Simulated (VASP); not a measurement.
**V: single point with LDA**

The system is V.

```
V
1.0
    -1.45978    1.45978    1.45978
     1.45978   -1.45978    1.45978
     1.45978    1.45978   -1.45978
V
1
Direct
  0.00000 0.00000 0.00000
```

```json
{
  "Program": "VASP 6.6.1",
  "Task": "single point",
  "Functional": "LDA",
  "Potentials or basis": "VASP PAW LDA potentials, release 64 (V_sv)",
  "Cutoff": "520 eV",
  "k mesh": "9 × 9 × 9",
  "Occupations": "fermi-dirac, width 0.05 eV",
  "Spin": "collinear spin, ferromagnetic start",
  "Starting moments": "[1.5] μB",
  "Dipole correction": "no",
  "Further INCAR settings": "ALGO = Normal; EDIFF = 1e-07; NBANDS = 16"
}
```

```json
{
  "Pressure": "0.6 GPa",
  "Net moment": "0.00 μB per cell",
  "Valence electrons inside the program's atomic spheres": "V 11.83"
}
```

Levels at points of the mesh, in eV from the Fermi level:
Spin up:
```tsv
k point	band 3	band 4	band 5	band 6	band 7	band 8	band 9	band 10
(0.00, 0.00, 0.00)	-36.47	-36.47	-6.75	0.35	0.35	0.35	2.56	2.56
```
Spin down:
| k point | band 3 | band 4 | band 5 | band 6 | band 7 | band 8 | band 9 | band 10 |
| --- | --- | --- | --- | --- | --- | --- | --- | --- |
| (0.00, 0.00, 0.00) | -36.47 | -36.47 | -6.75 | 0.35 | 0.35 | 0.35 | 2.56 | 2.56 |

Wall time 15 s on 1 thread of Intel(R) Xeon(R) Platinum 8488C (Sapphire Rapids), on a shared host, peak memory 0.12 GiB.
